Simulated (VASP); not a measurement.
Here is a VASP 6.6.1 calculation.

The input INCAR:

```
  PREC = Accurate
  ENCUT = 520
  EDIFF = 1E-6
  ISMEAR = -1
  SIGMA = 0.05
  LREAL = F
  LASPH = T
  NELM = 80
  ALGO = Normal
  ISIF = 2
  LWAVE = F
  LCHARG = F
  GGA = CA
  NBANDS = 11
```

Contents of KPOINTS:

```
regular mesh
0
Gamma
  13 13 13
```

POSCAR

```
Sr
1.0
    0.0000000000      2.5089026563      2.5089026563
    2.5089026563      0.0000000000      2.5089026563
    2.5089026563      2.5089026563      0.0000000000
Sr
1
Direct
    0.0000000000      0.0000000000      0.0000000000
```

Potentials or basis: VASP PAW LDA potentials, release 64 (Sr_sv).

Command:

```console
$ cat potpaw_LDA.64/Sr_sv/POTCAR > POTCAR
$ mpirun -np 1 vasp_std > vasp.out
```

(1) Predict the pressure.

(2) Estimate the band gap on the k mesh.

## Answers

(1) 11.0 GPa.

(2) zero (bands 5 and 6 overlap by 0.47 eV).

Caveat: the cell stands under pressure.
